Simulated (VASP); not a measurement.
# MoS2 (R3m) in VASP: further runs, part 2 of 2

VASP 6.6.1. The steps go on from the part before.

## 3. Single point, PBEsol (z stretched by +0.5 %, x and y held)

INCAR

```
PREC = Accurate ; ENCUT = 520
EDIFF = 1E-6 ; ISMEAR = 0
SIGMA = 0.01 ; LREAL = F
LASPH = T ; NELM = 60
ALGO = Normal ; ISIF = 2
LWAVE = F ; LCHARG = F
GGA = PS ; NBANDS = 20
```

KPOINTS

```
regular mesh
0
Gamma
  8 8 8
```

POSCAR

```
MoS2
1.0
    1.5715694881      0.9073460670      6.3121551553
   -1.5715694881      0.9073460670      6.3121551553
    0.0000000000     -1.8146921340      6.3121551553
Mo S
1 2
Direct
    0.0001022512      0.0001022512      0.0001022512
    0.2511593111      0.2511593111      0.2511593111
    0.4157384378      0.4157384378      0.4157384378
```

Potentials or basis: VASP PAW PBE potentials, release 64 (Mo_sv, S).

On the command line:

```bash
> cat potpaw_PBE.64/Mo_sv/POTCAR potpaw_PBE.64/S/POTCAR > POTCAR
> mpirun -np 1 vasp_std > vasp.out
```

OUTCAR:

```text
PREC = Accurate
   ENCUT = 520
   EDIFF = 1E-6
   ISMEAR = 0
   LREAL = F
   LASPH = T
   NELM = 60
   ISIF = 2
   GGA = PS

 ion  position               nearest neighbor table
   1  0.000  0.000  0.000-   2 2.39   2 2.39   2 2.39   3 2.39   3 2.39   3 2.39
   2  0.251  0.251  0.251-   1 2.39   1 2.39   1 2.39
   3  0.416  0.416  0.416-   1 2.39   1 2.39   1 2.39

  LATTYP: Found a trigonal (rhomboedric) cell.
 ALAT       =     6.5678314721
 COS(alpha) =     0.8854874274

  Lattice vectors:

 A1 = (   1.5715694881,   0.9073460670,   6.3121551553)
 A2 = (  -1.5715694881,   0.9073460670,   6.3121551553)
 A3 = (   0.0000000000,  -1.8146921340,   6.3121551553)

Analysis of symmetry for initial positions (statically):
=====================================================================
 Subroutine PRICEL returns:
 Original cell was already a primitive cell.

 Routine SETGRP: Setting up the symmetry group for a
 trigonal (rhombohedral) supercell.

 Subroutine GETGRP returns: Found  6 space group operations
 (whereof  6 operations were pure point group operations)
 out of a pool of 12 trial point group operations.

The static configuration has the point symmetry C_3v.

Analysis of symmetry for dynamics (positions and initial velocities):
=====================================================================
 Subroutine PRICEL returns:
 Original cell was already a primitive cell.

 Routine SETGRP: Setting up the symmetry group for a
 trigonal (rhombohedral) supercell.

 Subroutine GETGRP returns: Found  6 space group operations
 (whereof  6 operations were pure point group operations)
 out of a pool of 12 trial point group operations.

The dynamic configuration has the point symmetry C_3v.

 Subroutine INISYM returns: Found  6 space group operations
 (whereof  6 operations are pure point group operations),
 and found     1 'primitive' translations

----------------------------------------------------------------------------------------

                                     Primitive cell

  volume of cell :      54.0052

  direct lattice vectors                    reciprocal lattice vectors
     1.571569488  0.907346067  6.312155155     0.318153288  0.183685886  0.052808165
    -1.571569488  0.907346067  6.312155155    -0.318153288  0.183685886  0.052808165
     0.000000000 -1.814692134  6.312155155     0.000000000 -0.367371773  0.052808165

  length of vectors
     6.567831472  6.567831472  6.567831472     0.371147844  0.371147844  0.371147844

  position of ions in fractional coordinates (direct lattice)
     0.000102251  0.000102251  0.000102251
     0.251159311  0.251159311  0.251159311
     0.415738438  0.415738438  0.415738438

  ion indices of the primitive-cell ions
   primitive index   ion index
                 1           1
                 2           2
                 3           3

----------------------------------------------------------------------------------------

 KPOINTS: regular mesh

Automatic generation of k-mesh.
 Grid dimensions read from file:
 generate k-points for:    8    8    8

 Generating k-lattice:

  Cartesian coordinates                     Fractional coordinates (reciprocal lattice)
     0.039769161  0.022960736  0.006601021     0.125000000 -0.000000000  0.000000000
    -0.039769161  0.022960736  0.006601021    -0.000000000  0.125000000  0.000000000
     0.000000000 -0.045921472  0.006601021     0.000000000  0.000000000  0.125000000

  Length of vectors
     0.046393480  0.046393480  0.046393480

  Shift w.r.t. Gamma in fractional coordinates (k-lattice)
     0.000000000  0.000000000  0.000000000

 Subroutine IBZKPT returns following result:
 ===========================================

 Found     65 irreducible k-points:

 Following reciprocal coordinates:
            Coordinates               Weight
  0.000000  0.000000  0.000000      1.000000
  0.125000  0.000000  0.000000      6.000000
  0.250000  0.000000  0.000000      6.000000
  0.375000  0.000000  0.000000      6.000000
  0.500000  0.000000  0.000000      3.000000
  0.125000  0.125000  0.000000      6.000000
[... 16 lines left out ...]
  0.250000  0.125000  0.125000      6.000000
  0.375000  0.125000  0.125000      6.000000
 [... further k-points ...]
   k-points           NKPTS =     65   k-points in BZ     NKDIM =     65   number of bands    NBANDS=     20
   number of dos      NEDOS =    301   number of ions     NIONS =      3
   total plane-waves  NPLWV = 125000
   dimension x,y,z NGX =    50 NGY =   50 NGZ =   50
   dimension x,y,z NGXF=   100 NGYF=  100 NGZF=  100
   ions per type =               1   2
   NGX,Y,Z   is equivalent  to a cutoff of  12.66, 12.66, 12.66 a.u.
   NGXF,Y,Z  is equivalent  to a cutoff of  25.31, 25.31, 25.31 a.u.
 SYSTEM =  unknown system
   PREC   = accura    normal or accurate (medium, high low for compatibility)
   ISTART =      0    job   : 0-new  1-cont  2-samecut
   ICHARG =      2    charge: 1-file 2-atom 10-const
   ISPIN  =      1    spin polarized calculation?
   LNONCOLLINEAR =      F non collinear calculations
   LSORBIT =      F    spin-orbit coupling
   LASPH  =      T    aspherical Exc in radial PAW
   ENCUT  =  520.0 eV  38.22 Ry    6.18 a.u.  12.21 12.21 12.21*2*pi/ulx,y,z
   NELM   =     60;   NELMIN=  2; NELMDL= -5     # of ELM steps
   EDIFF  = 0.1E-05   stopping-criterion for ELM
   LREAL  =      F    real-space projection
   EDIFFG = 0.1E-04   stopping-criterion for IOM
   NSW    =      0    number of steps for IOM
   IBRION =     -1    ionic relax: 0-MD 1-quasi-New 2-CG
   NFREE  =      0    steps in history (QN), initial steepest desc. (CG)
   ISIF   =      2    stress and relaxation
   ISYM   =      2    0-nonsym 1-usesym 2-fastsym
   POTIM  = 0.5000    time-step for ionic-motion
   TEBEG  =    0.0;   TEEND  =   0.0 temperature during run
   PSTRESS=    0.0 pullay stress
   NELECT =      26.0000    total number of electrons
   NUPDOWN=      -1.0000    fix difference up-down
   EMIN   =  10.00;   EMAX   =-10.00  energy-range for DOS
   EFERMI =   0.00;   METHOD = LEGACY
   ISMEAR =     0;   SIGMA  =   0.01  broadening in eV -4-tet -1-fermi 0-gaus
   EFERMI_NEDOS =   21; number of points for ismear=-14 and -15
   IALGO  =     38    algorithm
   IMIX   =      4    mixing-type and parameters
     AMIX     =   0.40;   BMIX     =  1.00
     AMIX_MAG =   1.60;   BMIX_MAG =  1.00
  volume/ion in A,a.u.               =      18.00       121.48
  Fermi-wavevector in a.u.,A,eV,Ry     =   1.283081  2.424672 22.399234  1.646297
  Thomas-Fermi vector in A             =   2.415355
   LORBIT       =      0    0 simple, 1 ext, 2 COOP (PROOUT), +10 PAW based schemes
   GGA     = PS    functional components
   LHFCALC =     F    Hartree Fock is set to
   AEXX    =    0.0000 exact exchange contribution
   IVDW    =     0    specifies the selected vdW correction
   LEPSILON=     F    determine dielectric tensor
   LRPA    =     F    only Hartree local field effects (RPA)
 non-spin polarized calculation
 Gauss-broadening in eV      SIGMA  =   0.01
  energy-cutoff  :      520.00
  volume of cell :       54.01
 maximum number of plane-waves:      1468
 NGX is ok and might be reduce to    50
   NGX = 25   NGY = 25   NGZ = 25

 number of electron      26.0000002 magnetization

 Free energy of the ion-electron system (eV)
  ---------------------------------------------------
  ext. energy  EPLUGINS =         0.00000000
  ---------------------------------------------------
  free energy    TOTEN  =       -23.45015824 eV

  energy without entropy =      -23.45015824  energy(sigma->0) =      -23.45015824

 E-fermi :   7.3453     XC(G=0): -10.8908

 val. band max:        7.2024602830   @ k =   0.5000   0.5000   0.5000
 cond. band min:       8.3476153558   @ k =  -0.2500   0.1250  -0.0000
 fundamental gap:      1.1451550728
 Fermi energy:         7.3452795741

 k-point     1 :       0.0000    0.0000    0.0000
  band No.  band energies     occupation
      1     -54.0825      2.00000
      2     -28.2941      2.00000
      3     -28.0317      2.00000
      4     -28.0317      2.00000
      5      -7.7113      2.00000
      6      -6.0885      2.00000
[... 12 lines left out ...]
     19      15.3746      0.00000
[... 513 lines left out ...]
      4     -28.0814      2.00000
      5      -6.7634      2.00000
      6      -5.8499      2.00000
[... 12 lines left out ...]
     19      15.7785      0.00000
     20      15.9947      0.00000

 [... further k-points ...]

------------------------ aborting loop because EDIFF is reached ----------------------------------------

  FORCE on cell =-STRESS in cart. coord.  units (eV):
  Direction    XX          YY          ZZ          XY          YZ          ZX
  --------------------------------------------------------------------------------------
  -------------------------------------------------------------------------------------
  Total       -0.0104232     -0.0104232     -0.0363486      0.0000000     -0.0000000     -0.0000000
  in kB       -0.3092250     -0.3092250     -1.0783564      0.0000000     -0.0000000     -0.0000000
  external PRESSURE =      -0.5656021 kB  Pullay stress =       0.0000000 kB

 VOLUME and BASIS-vectors are now :
 -----------------------------------------------------------------------------
  energy-cutoff  :      520.00
  volume of cell :       54.01
      direct lattice vectors                 reciprocal lattice vectors
     1.571569488  0.907346067  6.312155155     0.318153288  0.183685886  0.052808165
    -1.571569488  0.907346067  6.312155155    -0.318153288  0.183685886  0.052808165
     0.000000000 -1.814692134  6.312155155     0.000000000 -0.367371773  0.052808165

 POSITION                                       TOTAL-FORCE (eV/Angst)
 -----------------------------------------------------------------------------------
      0.00000      0.00000      0.00194         0.000000      0.000000      0.000277
      0.00000      0.00000      4.75607         0.000000      0.000000     -0.000554
      0.00000      0.00000      7.87262         0.000000      0.000000      0.000277
 -----------------------------------------------------------------------------------
    total drift:                               -0.000000     -0.000000     -0.000079

  FREE ENERGIE OF THE ION-ELECTRON SYSTEM (eV)
  ---------------------------------------------------
  free  energy   TOTEN  =       -23.4501582384 eV

  energy  without entropy=      -23.4501582384  energy(sigma->0) =      -23.45015824
```

OSZICAR:

```text
N       E                     dE             d eps       ncg     rms          rms(c)
DAV:   1     0.178617923403E+03    0.17862E+03   -0.13402E+04  2608   0.123E+03
DAV:   2    -0.174379928909E+02   -0.19606E+03   -0.19058E+03  3172   0.313E+02
DAV:   3    -0.248132135097E+02   -0.73752E+01   -0.73127E+01  3240   0.568E+01
DAV:   4    -0.248955140779E+02   -0.82301E-01   -0.82250E-01  3176   0.637E+00
DAV:   5    -0.248967704412E+02   -0.12564E-02   -0.12563E-02  3260   0.766E-01    0.260E+01
DAV:   6    -0.238101464117E+02    0.10866E+01   -0.94031E+00  2752   0.190E+01    0.878E+00
DAV:   7    -0.235685126821E+02    0.24163E+00   -0.35466E+00  2676   0.109E+01    0.604E+00
DAV:   8    -0.234511993111E+02    0.11731E+00   -0.55890E-01  2928   0.460E+00    0.171E+00
DAV:   9    -0.234513220545E+02   -0.12274E-03   -0.22515E-02  3052   0.915E-01    0.638E-01
DAV:  10    -0.234501407058E+02    0.11813E-02   -0.78155E-03  2884   0.608E-01    0.115E-01
DAV:  11    -0.234501617911E+02   -0.21085E-04   -0.44401E-04  3044   0.145E-01    0.588E-02
DAV:  12    -0.234501477068E+02    0.14084E-04   -0.53017E-05  2980   0.460E-02    0.220E-02
DAV:  13    -0.234501582304E+02   -0.10524E-04   -0.16498E-05  2764   0.226E-02    0.956E-03
DAV:  14    -0.234501582384E+02   -0.80404E-08   -0.10947E-06  2048   0.649E-03
   1 F= -.23450158E+02 E0= -.23450158E+02  d E =-.286807E-93
```

stdout:

```text
POSCAR found type information on POSCAR MoS
 POSCAR found :  2 types and       3 ions
 scaLAPACK will be used
 -----------------------------------------------------------------------------
|                                                                             |
|                                                                             |
|     You enforced a specific xc type in the INCAR file but a different       |
|     I HOPE YOU KNOW WHAT YOU ARE DOING!                                     |
|                                                                             |
 -----------------------------------------------------------------------------

 LDA part: xc-table for (Slater+PW92), standard interpolation
 POSCAR, INCAR and KPOINTS ok, starting setup
 FFT: planning ... GRIDC
 FFT: planning ... GRID_SOFT
 FFT: planning ... GRID
 WAVECAR not read
 entering main loop
```

It took 5 min on 1 thread of Intel Xeon Platinum 8375C at 2.90GHz (Ice Lake), shared host; peak memory 0.36 GiB.

Results:

| Quantity | Value |
| --- | --- |
| Free energy | -23.4502 eV |
| Pressure | -0.1 GPa |
| Band gap on the k mesh | 1.15 eV (least direct gap 2.10 eV) |

Stress tensor (GPa, compression positive):
```
-0.03  0.00  0.00
 0.00 -0.03  0.00
 0.00  0.00 -0.11
```

Caveat: the cell differs from its parent crystal (z stretched by +0.5 %, x and y held); the PAW data sets were made with another functional, which shifts forces and pressure a little.

## 4. Single point, PBEsol

This run uses another cell than the first one, of 18.18 Å³/atom.

INCAR

```
SYSTEM = MoS2
  PREC = Accurate
  ENCUT = 520
  EDIFF = 1E-6
  ISMEAR = 0
  SIGMA = 0.01
  LREAL = .FALSE.
  LASPH = .TRUE.
  NELM = 80
  ALGO = Normal
  ISIF = 2
  LWAVE = .FALSE.
  LCHARG = .TRUE.
  GGA = PS
  LELF = .TRUE.
  LVHAR = .TRUE.
  NBANDS = 20
```

KPOINTS

```
regular mesh
0
G
  8 8 8
  0 0 0
```

POSCAR

```
MoS2
1.0
    1.5794273355      0.9118827973      6.3121551553
   -1.5794273355      0.9118827973      6.3121551553
    0.0000000000     -1.8237655946      6.3121551553
Mo S
1 2
Direct
    0.0001027715      0.0001027715      0.0001027715
    0.2514394853      0.2514394853      0.2514394853
    0.4154577432      0.4154577432      0.4154577432
```

On the command line:

```bash
> cat potpaw_PBE.64/Mo_sv/POTCAR potpaw_PBE.64/S/POTCAR > POTCAR
> mpirun -np 1 vasp_std > vasp.out
```

Wall time 4.9 min (1 thread of Intel Xeon Platinum 8375C at 2.90GHz (Ice Lake), shared host); peak memory 0.36 GiB.

It converged, with:

* Free energy: -23.4479 eV
* Pressure: -1.0 GPa
* Band gap on the k mesh: 1.13 eV (least direct gap 2.05 eV)

Stress tensor (GPa, compression positive):
```
-1.39  0.00  0.00
 0.00 -1.39  0.00
 0.00  0.00 -0.16
```

Levels at points of the mesh, in eV from the valence-band top:
```
           k point  band 11  band 12  band 13  band 14  band 15  band 16
(0.00, 0.00, 0.00)    -2.14    -1.34    -1.09     2.18     2.18     2.56
(0.50, 0.00, 0.00)    -2.29    -1.50    -1.37     1.73     2.15     3.53
(0.50, 0.50, 0.00)    -2.77    -1.63    -1.21     1.70     2.27     3.11
(0.50, 0.50, 0.50)    -2.12    -2.12     0.00     2.25     2.25     2.46
```

Caveat: the PAW data sets were made with another functional, which shifts forces and pressure a little.

## 5. Relaxation of cell and atoms, PBEsol

This run uses another cell than the first one, of 17.73 Å³/atom.

INCAR

```
ALGO     = Normal         # electronic algorithm
EDIFF    = 1E-7           # SCF threshold, eV
EDIFFG   = -0.002         # ionic threshold
ENCUT    = 600            # plane-wave cutoff, eV
GGA      = PS             # functional
IBRION   = 2              # ionic algorithm
ISIF     = 3              # what is computed and relaxed
ISMEAR   = 0              # smearing method
LASPH    = T              # aspherical terms in the spheres
LCHARG   = F              # write CHGCAR
LREAL    = F              # projectors in reciprocal space
LWAVE    = F              # write WAVECAR
NELM     = 80             # most SCF steps
NSW      = 100            # ionic steps
PREC     = Accurate       # precision mode
SIGMA    = 0.01           # smearing width, eV
```

KPOINTS

```
k-points
0
Gamma
  8 8 8
```

POSCAR

```
MoS2
1.0
    1.5800000000      0.9122134253      6.1500000000
   -1.5800000000      0.9122134253      6.1500000000
    0.0000000000     -1.8244268506      6.1500000000
Mo S
1 2
Direct
    0.0000000000      0.0000000000      0.0000000000
    0.2500000000      0.2500000000      0.2500000000
    0.4170000000      0.4170000000      0.4170000000
```

On the command line:

```bash
> cat potpaw_PBE.64/Mo_sv/POTCAR potpaw_PBE.64/S/POTCAR > POTCAR
> mpirun -np 1 vasp_std > vasp.out
```

Wall time 59 min (1 thread of Intel Xeon Platinum 8375C at 2.90GHz (Ice Lake), shared host); peak memory 0.47 GiB.

The run converged. Its results:

```yaml
Free_energy: -23.4508 eV
Relaxed_volume: 17.87 Å³/atom
Relaxed_cell: a = 6.524 Å, b = 6.524 Å, c = 6.524 Å, α = 27.88°, β = 27.88°, γ = 27.88°
Space_group_after_relaxing_to_0.1_Å: R3m (No. 160)
Energy_gained_by_relaxing: 2.0 meV/atom
Ionic_steps: 18
Pressure_after_relaxing: 0.0 GPa
Band_gap_on_the_k_mesh: 1.11 eV (least direct gap 2.10 eV)
```

Step by step:
```
step  energy change (eV)  largest force (eV/Å)  pressure (GPa)  volume (Å³)
   1              0.0000                0.2599            0.33        53.18
   2             -0.0014                0.3275           -1.67        53.46
   3             -0.0043                0.0668           -0.78        53.34
   4             -0.0047                0.0266            0.71        52.80
   5             -0.0054                0.0290            0.04        53.03
   6             -0.0055                0.0276            0.04        53.06
   7             -0.0055                0.0305            0.04        53.06
   8             -0.0055                0.0302            0.03        53.09
   9             -0.0056                0.0292            0.00        53.16
  10             -0.0057                0.0270           -0.07        53.31
  11             -0.0059                0.0226           -0.18        53.62
  12             -0.0059                0.0032           -0.01        53.61
  13             -0.0059                0.0064            0.01        53.61
  14             -0.0059                0.0040            0.01        53.61
  15             -0.0059                0.0022            0.00        53.61
  16             -0.0059                0.0023            0.02        53.61
  17             -0.0059                0.0017            0.01        53.61
  18             -0.0059                0.0018            0.01        53.61
```

Final structure:
```
Mo S
1.0
     1.57160    0.90737    6.26603
    -1.57160    0.90737    6.26603
     0.00000   -1.81473    6.26603
Mo S
1 2
Direct
  0.00010 0.00010 0.00010
  0.25057 0.25057 0.25057
  0.41633 0.41633 0.41633
```

Levels at points of the mesh, in eV from the valence-band top:
```csv
k point,band 11,band 12,band 13,band 14,band 15,band 16
"(0.00, 0.00, 0.00)",-2.10,-1.31,-1.16,2.22,2.22,2.59
"(0.50, 0.00, 0.00)",-2.32,-1.44,-1.38,1.80,2.19,3.58
"(0.50, 0.50, 0.00)",-2.83,-1.60,-1.21,1.77,2.33,3.13
"(0.50, 0.50, 0.50)",-2.07,-2.07,0.00,2.30,2.30,2.48
```

Caveat: the PAW data sets were made with another functional, which shifts forces and pressure a little.

## 6. Summary

| task | cell | cutoff (eV) | gap on the mesh (eV) | pressure (GPa) |
| --- | --- | --- | --- | --- |
| single point | a = 6.538 Å, angles 27.8°, 3 atoms, atomic positions A | 520 | 1.12 | 0.0 |
| single point | a = 6.568 Å, angles 27.7°, 3 atoms, atomic positions A | 520 | 1.15 | -0.1 |
| single point | a = 6.570 Å, angles 27.8°, 3 atoms, atomic positions B | 520 | 1.13 | -1.0 |
| relaxation of cell and atoms | relaxed from a = 6.415 Å, angles 28.5°, 3 atoms, atomic positions C | 600 | 1.11 | 0.0 |

Alike in all rows: level PBEsol; potentials or basis VASP PAW PBE potentials, release 64 (Mo_sv, S); no spin polarisation; k mesh 8 × 8 × 8; smearing gaussian 0.01 eV.

Caveats: the PAW data sets were made with another functional, which shifts forces and pressure a little.

Absolute energies hang on the potentials; compare differences alone.
